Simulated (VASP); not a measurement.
Runs of VASP 6.6.1 on Cs. The structure is that of space group Im-3m (No. 229), or close to it. The cells are those of the table. 

| level | potentials or basis | cell | k mesh | cutoff (eV) | smearing | gap on the mesh (eV) | pressure (GPa) |
| --- | --- | --- | --- | --- | --- | --- | --- |
| PBE | VASP PAW PBE potentials, release 64 (Cs_sv) | a = 5.419 Å, angles 109.5°, 1 atom | 2 × 2 × 2 | 500 | gaussian 0.1 eV | none | (a) |
| PBE | VASP PAW PBE potentials, release 64 (Cs_sv) | a = 5.419 Å, angles 109.5°, 1 atom | 3 × 3 × 3 | 500 | tetrahedron | none | -0.1 |
| LDA | VASP PAW LDA potentials, release 64 (Cs_sv) | a = 5.419 Å, angles 109.5°, 1 atom | 2 × 2 × 2 | 500 | fermi-dirac 0.1 eV | none | -0.8 |
| PBE | VASP PAW PBE potentials, release 64 (Cs_sv) | a = 5.419 Å, angles 109.5°, 1 atom | 4 × 4 × 4 | 520 | gaussian 0.1 eV | none | -0.1 |
| PBE | VASP PAW PBE potentials, release 64 (Cs_sv) | a = 5.419 Å, angles 109.5°, 1 atom | 4 × 4 × 4 | 520 | tetrahedron | none | -0.1 |
| PBE | VASP PAW PBE potentials, release 64 (Cs_sv) | a = 5.508 Å, angles 109.5°, 1 atom | 1 × 1 × 4 | 500 | gaussian 0.1 eV | none | -0.3 |
| PBE | VASP PAW PBE potentials, release 64 (Cs_sv) | a = 5.295 Å, angles 109.5°, 1 atom | 4 × 4 × 4 | 500 | gaussian 0.1 eV | none | 0.1 |
| revPBE | VASP PAW PBE potentials, release 64 (Cs_sv) | a = 5.419 Å, angles 109.5°, 1 atom | 4 × 4 × 4 | 500 | gaussian 0.1 eV | none | 0.1 |

Alike in all rows: task single point; no spin polarisation.

Question: Estimate the missing entries.

Answer: (a) -0.5.

Caveats: some runs use coarse meshes; spin-orbit coupling is left out, which moves the levels of the heavy elements; tetrahedron occupations give inexact forces and stress in metals (some runs); the PAW data sets were made with another functional, which shifts forces and pressure a little (some runs).

A k mesh can miss the band edges, and the runs leave out spin-orbit coupling on Cs.

A gap of «none» marks levels without a gap at the run's occupations.
